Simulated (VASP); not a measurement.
Wanted: the native input for a VASP 6.6.1 run.

- Task: single point
- Functional: PBE
- Potentials or basis: VASP PAW PBE potentials, release 64 (Ta_pv)
- Cutoff: 520 eV
- k mesh: 26 × 26 × 26
- Occupations: gaussian, width 0.15 eV
- Spin: no spin polarisation
- Dipole correction: no
- Further INCAR settings: ALGO = Fast; EDIFF = 1e-07; NBANDS = 12

The structure of Ta lies in POSCAR:

```
Ta
1.0
   -1.5266432345      1.5266432345      1.7257706129
    1.5266432345     -1.5266432345      1.7257706129
    1.5266432345      1.5266432345     -1.7257706129
Ta
1
Direct
    0.0000000000      0.0000000000      0.0000000000
```

This cell differs from its parent crystal: strain -0.080 along x and y, +0.040 along z.

The input as run:

INCAR

```
SYSTEM = Ta
ALGO = Fast
EDIFF = 1E-7
ENCUT = 520
GGA = PE
ISIF = 2
ISMEAR = 0
LASPH = .True.
LCHARG = .False.
LREAL = .False.
LWAVE = .False.
NBANDS = 12
NELM = 60
PREC = Accurate
SIGMA = 0.15
```

KPOINTS

```
k-points
0
Gamma
  26 26 26
  0 0 0
```

Potentials or basis: VASP PAW PBE potentials, release 64 (Ta_pv).

Launch:

```bash
$ cat potpaw_PBE.64/Ta_pv/POTCAR > POTCAR
$ mpirun -np 1 vasp_std > vasp.out
```

Results of the run:

The pressure is 33.8 GPa and the band gap on the k mesh is zero (an odd number of electrons rules out a gap without spin polarisation).

Caveat: the cell differs from its parent crystal (strain -0.080 along x and y, +0.040 along z); the stress differs along the axes, from 22 to 40 GPa; spin-orbit coupling is left out, which moves the levels of the heavy elements.

Run time: 8.9 min on 1 thread of Intel Xeon 8259CL (shared host), peak memory 0.36 GiB.
